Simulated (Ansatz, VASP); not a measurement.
KZnPF in VASP and in Ansatz

```xyz
8
Lattice="4.1345 0.0000 0.0000 0.0000 4.1345 0.0000 0.0000 0.0000 10.3889" Properties=species:S:1:pos:R:3 pbc="T T T"
K     1.0336    1.0336    3.8965
K     3.1009    3.1009    6.4924
Zn    1.0336    3.1009    0.0000
Zn    3.1009    1.0336    0.0000
P     3.1009    3.1009    1.2890
P     1.0336    1.0336    9.0999
F     1.0336    3.1009    5.1944
F     3.1009    1.0336    5.1944
```

Alike in both runs: functional r2SCAN; k mesh 4 × 4 × 2; occupations tetrahedron; no spin polarisation.

Ansatz relaxed the structure, and its values are those at the end. VASP's run is a single point on that final structure, the one shown.

|  | VASP | Ansatz |
| --- | --- | --- |
| version | VASP 6.6.1 | Ansatz 0.2.0 |
| potentials or method | VASP PAW PBE potentials, release 64 (K_sv, Zn, P, F), cutoff 520 eV | PAW plane waves |
| valence electrons in the cell | 66 | 66 |

```tsv
	VASP	Ansatz	Ansatz less VASP
gap on the k mesh at the Fermi level (eV)	none	none	-
pressure (GPa)	0.0	0.0	-0.04
rms of the force components (eV/Å)	0.016	0.001	-0.0148
```

VASP's potentials were made for PBE, not for r2SCAN. A gap of «none» marks a metal or a gap that the smearing closes. Ansatz's warnings: band table not solved further, forces under tetrahedra, tetrahedron derivatives may miss energy slope.

The k mesh is coarse, so the values compare programs but aren't converged.
